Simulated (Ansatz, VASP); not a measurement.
## SiNi3 in VASP and in Ansatz

```
Ni Si
1.0
     3.54200    0.00000    0.00000
     0.00000    3.54200    0.00000
     0.00000    0.00000    3.54200
Ni Si
3 1
Direct
  0.50000 0.50000 0.00000
  0.50000 0.00000 0.50000
  0.00000 0.50000 0.50000
  0.00000 0.00000 0.00000
```

Alike in both runs: task single point; functional PBEsol; k mesh 6 × 6 × 6; occupations fermi-dirac, width 0.05 eV; collinear spin; fixed moment 0 μB.

```csv
,VASP,Ansatz
version,VASP 6.6.1,Ansatz 0.2.0
potentials or method,"VASP PAW PBE potentials, release 64 (Ni, Si)",Ansatz PAW
plane-wave cutoff (eV),520,420
valence electrons in the cell,34,58
```

Ansatz gave:

- pressure (GPa): -14.1
- net moment per atom (μB): 0.00

Task: Which values does VASP return?

Result: Pressure (GPa): -13.9; net moment per atom (μB): 0.00.

VASP's potentials were made for PBE, not for PBEsol. VASP's potentials hold 34 valence electrons a cell and Ansatz's 58, so a difference there can come from the potentials and not from the codes.
